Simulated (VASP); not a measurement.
## Rb: relaxation of cell and atoms with PBEsol

Crystal: Rb.

```
CELL_PARAMETERS angstrom
2.53818 -4.44472 0.00000
2.53818 4.44472 0.00000
0.00000 0.00000 8.44800
ATOMIC_POSITIONS crystal
Rb 0.83971 0.16029 0.75000
Rb 0.16029 0.83971 0.25000
```

```
Program                : VASP 6.6.1
Task                   : relaxation of cell and atoms
Functional             : PBEsol
Potentials or basis    : VASP PAW PBE potentials, release 64 (Rb_sv)
Cutoff                 : 600 eV
k mesh                 : 10 × 10 × 6
Occupations            : gaussian, width 0.1 eV
Spin                   : no spin polarisation
Dipole correction      : no
Further INCAR settings : ALGO = Normal; EDIFF = 1e-06; IBRION = 2; EDIFFG = -0.005; NSW = 100; ISIF = 3
```

* Relaxed volume: 86.49 Å³/atom
* Relaxed cell: a = 5.002 Å, b = 5.002 Å, c = 8.038 Å, α = 90.00°, β = 90.00°, γ = 120.66°
* Space group after relaxing (to 0.05 Å): Cmcm (No. 63)
* Energy gained by relaxing: 7.2 meV/atom
* Ionic steps: 10
* Pressure after relaxing: 0.0 GPa
* Largest force after relaxing: 0.004 eV/Å
* Band gap on the k mesh: zero (band 9 reaches 0.87 eV, above the bottom of band 10 at -1.27 eV)

Forces on the atoms (eV/Å):
```
Rb   0.000  0.004  0.000
Rb   0.000 -0.004  0.000
```

Step by step:
```
step  energy change (eV)  largest force (eV/Å)  pressure (GPa)  volume (Å³)
   1              0.0000                0.0041           -0.23       190.61
   2             -0.0051                0.0041           -0.19       186.84
   3             -0.0123                0.0043           -0.09       179.12
   4             -0.0097                0.0045            0.17       164.31
   5             -0.0141                0.0044            0.00       173.58
   6             -0.0141                0.0044            0.00       173.24
   7             -0.0141                0.0044            0.01       172.80
   8             -0.0142                0.0045            0.00       172.84
   9             -0.0144                0.0040            0.01       172.94
  10             -0.0144                0.0040            0.01       172.99
```

Final structure:
```yaml
crystal:
  lattice:
    - [2.47584, -4.34627, 0.00000]
    - [2.47584, 4.34627, 0.00000]
    - [0.00000, 0.00000, 8.03801]
  atoms:
    - { symbol: Rb, position: [0.83936, 0.16064, 0.75000] }
    - { symbol: Rb, position: [0.16064, 0.83936, 0.25000] }
```

Levels at points of the mesh, in eV from the Fermi level:
| k point | band 6 | band 7 | band 8 | band 9 | band 10 | band 11 | band 12 | band 13 |
| --- | --- | --- | --- | --- | --- | --- | --- | --- |
| (0.00, 0.00, 0.00) | -12.85 | -12.85 | -12.85 | -2.03 | 0.17 | 0.75 | 3.44 | 3.65 |
| (0.50, 0.00, 0.00) | -12.89 | -12.87 | -12.86 | 0.04 | 0.34 | 1.31 | 1.55 | 2.19 |
| (0.50, 0.50, 0.00) | -12.89 | -12.88 | -12.86 | 0.03 | 0.28 | 1.35 | 1.59 | 2.06 |
| (0.00, 0.00, 0.50) | -12.86 | -12.86 | -12.86 | -1.31 | -1.31 | 2.41 | 2.41 | 3.51 |
| (0.50, 0.00, 0.50) | -12.88 | -12.87 | -12.87 | 0.42 | 0.42 | 0.96 | 0.96 | 2.57 |
| (0.50, 0.50, 0.50) | -12.88 | -12.87 | -12.87 | 0.38 | 0.38 | 0.94 | 0.94 | 2.55 |

Wall time 30 min on 1 thread of Intel(R) Xeon(R) Platinum 8375C CPU @ 2.90GHz (Ice Lake) (shared host), peak memory 0.59 GiB.

Caveat: the PAW data sets were made with another functional, which shifts forces and pressure a little.
